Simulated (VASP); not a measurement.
Runs of VASP 6.6.1 on Rb. The structure is that of space group I4/mmm (No. 139), or close to it. The cells are those of the table. 

```tsv
cell	gap on the mesh (eV)	pressure (GPa)
a = 5.445, b = 5.445, c = 5.727 Å, angles 58.3, 58.3, 63.5°, 1 atom	none	-0.6
a = 4.867, b = 4.867, c = 4.568 Å, angles 62.0, 62.0, 56.0°, 1 atom	none	0.5
a = 4.958, b = 4.958, c = 4.762 Å, angles 61.3, 61.3, 57.4°, 1 atom	none	(a)
a = 5.245, b = 5.245, c = 5.341 Å, angles 59.4, 59.4, 61.2°, 1 atom	none	-0.4
a = 4.777, b = 4.777, c = 4.375 Å, angles 62.7, 62.7, 54.5°, 1 atom	none	0.9
a = 5.344, b = 5.344, c = 5.534 Å, angles 58.8, 58.8, 62.4°, 1 atom	none	(b)
a = 5.547, b = 5.547, c = 5.920 Å, angles 57.8, 57.8, 64.5°, 1 atom	none	-0.6
```

Alike in all rows: task single point; level PBE+D3(BJ); potentials or basis VASP PAW PBE potentials, release 64 (Rb_sv); no spin polarisation; k mesh 12 × 12 × 12; cutoff (eV) 520; smearing gaussian 0.15 eV.

Q: Fill in the values left out.

A: (a) 0.1; (b) -0.5.

Caveats: pairwise dispersion overbinds metals, which lowers pressure and volume.

A k mesh can miss the band edges, and the runs leave out spin-orbit coupling on Rb.

A gap of «none» marks levels without a gap at the run's occupations.
